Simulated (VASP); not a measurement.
# NiAu (R-3m) in VASP: electric field gradients with PBEsol

Aim: the electric field gradients of NiAu with PBEsol.

Program: VASP 6.6.1. These are calculated values, not measurements. Logs are shortened: lines on timing, memory, paths and dates and some standing lists are left out, and cuts for length are marked.

## Step 1: The cell of the first run

The structure is trigonal, space group R-3m (No. 166). Conventional cell: a = 2.766 Å, b = 2.766 Å, c = 12.647 Å, α = 90.00°, β = 90.00°, γ = 120.00°. Within 3.5 Å of Ni (site symmetry -3m) lie 6 Au at 2.64 Å and 6 Ni at 2.77 Å. Au (site symmetry -3m) has 6 Ni at 2.64 Å and 6 Au at 2.77 Å within 3.5 Å.

## Step 2: Electric field gradients, PBEsol

The input, INCAR:

```
SYSTEM = NiAu
  PREC = Accurate
  ENCUT = 520
  EDIFF = 1E-8
  ISMEAR = -1
  SIGMA = 0.15
  LREAL = .False.
  LASPH = .True.
  NELM = 120
  ALGO = Normal
  ISIF = 2
  LWAVE = .False.
  LCHARG = .False.
  GGA = PS
  LEFG = .True.
  NBANDS = 18
  GGA_COMPAT = .False.
```

The input, KPOINTS:

```
regular mesh
0
Gamma
  18 18 18
  0 0 0
```

The input, POSCAR:

```
NiAu
1.0
    1.3830028161      0.7984770480      4.2156384629
   -1.3830028161      0.7984770480      4.2156384629
    0.0000000000     -1.5969540964      4.2156384629
Ni Au
1 1
Direct
    0.5000000000      0.5000000000      0.5000000000
    0.0000000000      0.0000000000      0.0000000000
```

Potentials or basis: VASP PAW PBE potentials, release 64 (Ni, Au).

The run is started by

```console
$ cat potpaw_PBE.64/Ni/POTCAR potpaw_PBE.64/Au/POTCAR > POTCAR
$ mpirun -np 1 vasp_std > vasp.out
```

OUTCAR:

```text
SYSTEM = NiAu
   PREC = Accurate
   ENCUT = 520
   EDIFF = 1E-8
   ISMEAR = -1
   LREAL = .False.
   LASPH = .True.
   NELM = 120
   ISIF = 2
   GGA = PS

 ion  position               nearest neighbor table
   1  0.500  0.500  0.500-   2 2.64   2 2.64   2 2.64   2 2.64   2 2.64   2 2.64
   2  0.000  0.000  0.000-   1 2.64   1 2.64   1 2.64   1 2.64   1 2.64   1 2.64

  LATTYP: Found a trigonal (rhomboedric) cell.
 ALAT       =     4.5079784866
 COS(alpha) =     0.8117597656

  Lattice vectors:

 A1 = (   1.3830028161,   0.7984770480,   4.2156384629)
 A2 = (  -1.3830028161,   0.7984770480,   4.2156384629)
 A3 = (   0.0000000000,  -1.5969540964,   4.2156384629)

Analysis of symmetry for initial positions (statically):
=====================================================================
 Subroutine PRICEL returns:
 Original cell was already a primitive cell.

 Routine SETGRP: Setting up the symmetry group for a
 trigonal (rhombohedral) supercell.

 Subroutine GETGRP returns: Found 12 space group operations
 (whereof 12 operations were pure point group operations)
 out of a pool of 12 trial point group operations.

The static configuration has the point symmetry D_3d.

Analysis of symmetry for dynamics (positions and initial velocities):
=====================================================================
 Subroutine PRICEL returns:
 Original cell was already a primitive cell.

 Routine SETGRP: Setting up the symmetry group for a
 trigonal (rhombohedral) supercell.

 Subroutine GETGRP returns: Found 12 space group operations
 (whereof 12 operations were pure point group operations)
 out of a pool of 12 trial point group operations.

The dynamic configuration has the point symmetry D_3d.

 Subroutine INISYM returns: Found 12 space group operations
 (whereof 12 operations are pure point group operations),
 and found     1 'primitive' translations

----------------------------------------------------------------------------------------

                                     Primitive cell

  volume of cell :      27.9319

  direct lattice vectors                    reciprocal lattice vectors
     1.383002816  0.798477048  4.215638463     0.361532163  0.208730692  0.079070664
[... 122 lines left out ...]
   NGX = 17   NGY = 17   NGZ = 17

 number of electron      20.9999996 magnetization

 Free energy of the ion-electron system (eV)
  ---------------------------------------------------
  ext. energy  EPLUGINS =         0.00000000
  ---------------------------------------------------
  free energy    TOTEN  =        -9.80807251 eV

  energy without entropy =       -9.62511764  energy(sigma->0) =       -9.71659508

 E-fermi :   9.2368     XC(G=0): -13.0865

 val. band max:        9.2213256409   @ k =  -0.2778  -0.3889   0.0556
 cond. band min:       9.2380864233   @ k =  -0.3889   0.5000   0.2778
 fundamental gap:      0.0167607824
 Fermi energy:         9.2368068905

 k-point     1 :       0.0000    0.0000    0.0000
  band No.  band energies     occupation
      1      -0.6035      2.00000
      2       2.5064      2.00000
      3       4.3486      2.00000
      4       4.3486      2.00000
      5       5.8477      2.00000
      6       5.8477      2.00000
[... 481 lines left out ...]
      5       5.5831      2.00000
      6       5.8952      2.00000
[... 10 lines left out ...]
     17      26.1940      0.00000
     18      27.7539      0.00000

 [... further k-points ...]

------------------------ aborting loop because EDIFF is reached ----------------------------------------

  FORCE on cell =-STRESS in cart. coord.  units (eV):
  Direction    XX          YY          ZZ          XY          YZ          ZX
  --------------------------------------------------------------------------------------
  -------------------------------------------------------------------------------------
  Total       -0.0218288     -0.0218288     -0.0176078     -0.0000000      0.0000000      0.0000000
  in kB       -1.2521033     -1.2521033     -1.0099844     -0.0000000      0.0000000      0.0000000
  external PRESSURE =      -1.1713970 kB  Pullay stress =       0.0000000 kB

 VOLUME and BASIS-vectors are now :
 -----------------------------------------------------------------------------
  energy-cutoff  :      520.00
  volume of cell :       27.93
      direct lattice vectors                 reciprocal lattice vectors
     1.383002816  0.798477048  4.215638463     0.361532163  0.208730692  0.079070664
    -1.383002816  0.798477048  4.215638463    -0.361532163  0.208730692  0.079070664
     0.000000000 -1.596954096  4.215638463     0.000000000 -0.417461384  0.079070664

 POSITION                                       TOTAL-FORCE (eV/Angst)
 -----------------------------------------------------------------------------------
      0.00000     -0.00000      6.32346        -0.000000      0.000000      0.000000
      0.00000      0.00000      0.00000         0.000000     -0.000000      0.000000
 -----------------------------------------------------------------------------------
    total drift:                                0.000000     -0.000000      0.000000

  FREE ENERGIE OF THE ION-ELECTRON SYSTEM (eV)
  ---------------------------------------------------
  free  energy   TOTEN  =        -9.8080725115 eV

  energy  without entropy=       -9.6251176400  energy(sigma->0) =       -9.71659508

 Electric field gradients (V/A^2)
---------------------------------------------------------------------
 ion       V_xx      V_yy      V_zz      V_xy      V_xz      V_yz
---------------------------------------------------------------------
   1      11.808    11.808   -23.617    -0.000     0.000     0.000
   2     -20.499   -20.499    40.997    -0.000    -0.000     0.000
---------------------------------------------------------------------

 Electric field gradients after diagonalization (V/A^2)
 (convention: |V_zz| > |V_xx| > |V_yy|)
----------------------------------------------------------------------
 ion       V_xx      V_yy      V_zz     asymmetry (V_yy - V_xx)/ V_zz
----------------------------------------------------------------------
   1      11.808    11.808   -23.617       0.000
   2     -20.499   -20.499    40.997       0.000
----------------------------------------------------------------------

           NMR quadrupolar parameters

 Cq : quadrupolar parameter    Cq=e*Q*V_zz/h
 eta: asymmetry parameters     (V_yy - V_xx)/ V_zz
 Q  : nuclear electric quadrupole moment in mb (millibarn)
----------------------------------------------------------------------
 ion       Cq(MHz)       eta       Q (mb)
----------------------------------------------------------------------
   1      -0.057       0.000       1.000
   2       0.099       0.000       1.000
----------------------------------------------------------------------
```

OSZICAR:

```text
N       E                     dE             d eps       ncg     rms          rms(c)
DAV:   1     0.113484454840E+03    0.11348E+03   -0.10152E+04 21608   0.136E+03
DAV:   2    -0.701355332950E+01   -0.12050E+03   -0.11256E+03 21168   0.268E+02
DAV:   3    -0.110525457864E+02   -0.40390E+01   -0.39543E+01 23852   0.578E+01
DAV:   4    -0.110954982624E+02   -0.42952E-01   -0.42931E-01 23428   0.513E+00
DAV:   5    -0.110964811899E+02   -0.98293E-03   -0.98290E-03 23172   0.860E-01    0.146E+01
DAV:   6    -0.104453747727E+02    0.65111E+00   -0.62360E+00 22308   0.410E+01    0.950E+00
DAV:   7    -0.104030558454E+02    0.42319E-01   -0.11785E+01 25976   0.587E+01    0.123E+01
DAV:   8    -0.985096074771E+01    0.55210E+00   -0.11368E+00 24130   0.152E+01    0.458E+00
DAV:   9    -0.980956551549E+01    0.41395E-01   -0.14403E-01 29924   0.544E+00    0.393E-01
DAV:  10    -0.980805405215E+01    0.15115E-02   -0.95957E-03 23634   0.117E+00    0.135E-01
DAV:  11    -0.980807461725E+01   -0.20565E-04   -0.23941E-04 23462   0.146E-01    0.463E-02
DAV:  12    -0.980807238924E+01    0.22280E-05   -0.10394E-05 24762   0.333E-02    0.108E-02
DAV:  13    -0.980807239426E+01   -0.50202E-08   -0.10770E-06 30638   0.130E-02    0.328E-03
DAV:  14    -0.980807250575E+01   -0.11149E-06   -0.35442E-08 22220   0.194E-03    0.586E-04
DAV:  15    -0.980807251149E+01   -0.57346E-08   -0.83453E-09 11942   0.143E-03
   1 F= -.98080725E+01 E0= -.97165951E+01  d E =-.182955E+00
```

It took 9 min on 1 thread of AMD EPYC 7R43 (Zen 3), shared host; peak memory 0.42 GiB.

Results:

```yaml
Free_energy: -9.8081 eV
Pressure: -0.1 GPa
Band_gap_on_the_k_mesh: zero (an odd number of electrons rules out a gap without spin polarisation)
Largest_electric_field_gradient_by_atom: Ni -23.6; Au +41.0 V/Å²
```

Levels at points of the mesh, in eV from the Fermi level:
```tsv
k point	band 9	band 10	band 11	band 12	band 13	band 14
(0.00, 0.00, 0.00)	-0.95	-0.25	-0.25	-0.08	5.69	15.14
(0.50, 0.00, 0.00)	-0.99	-0.14	1.51	1.90	6.62	7.85
(0.50, 0.50, 0.00)	-0.22	-0.13	-0.07	1.63	4.17	8.05
(0.50, 0.50, 0.50)	-1.27	-1.27	-0.72	-0.72	12.98	15.46
```

Electric field gradients, principal values (V/Å²):
```csv
atom,least,middle,greatest (by size)
1 Ni,11.808,11.808,-23.617
2 Au,-20.499,-20.499,40.997
```

Caveat: without QUAD_EFG the Cq values of the log hold for a quadrupole moment of 1 mb, not for the nuclei; the PAW data sets were made with another functional, which shifts forces and pressure a little; spin-orbit coupling is left out, which moves the levels of the heavy elements. Spin polarisation is off, so any magnetic state and its effect on volume and gap are missing.
